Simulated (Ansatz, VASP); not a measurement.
# Two plane-wave programs on Y

```xyz
1
Lattice="-1.9858 1.9858 1.9858 1.9858 -1.9858 1.9858 1.9858 1.9858 -1.9858" Properties=species:S:1:pos:R:3 pbc="T T T"
Y     0.0000    0.0000    0.0000
```

Alike in both runs: functional PBEsol; k mesh 14 × 14 × 14; occupations gaussian, width 0.1 eV; no spin polarisation.

Ansatz relaxed the structure, and its values are those at the end. VASP's run is a single point on that final structure, the one shown.

|  | VASP | Ansatz |
| --- | --- | --- |
| version | VASP 6.6.1 | Ansatz 0.2.0 |
| potentials or method | VASP PAW PBE potentials, release 64 (Y_sv), cutoff 520 eV | scalar-relativistic, plane waves, PAW |
| valence electrons in the cell | 11 | 11 |

VASP gave:

| Quantity | Value |
| --- | --- |
| gap on the k mesh at the Fermi level (eV) | none |
| pressure (GPa) | -0.1 |

Problem. What did Ansatz give for the same quantities?

Solution. gap on the k mesh at the Fermi level (eV): none; pressure (GPa): 0.0.

VASP's potentials were made for PBE, not for PBEsol. A gap of «none» marks a metal or a gap that the smearing closes.
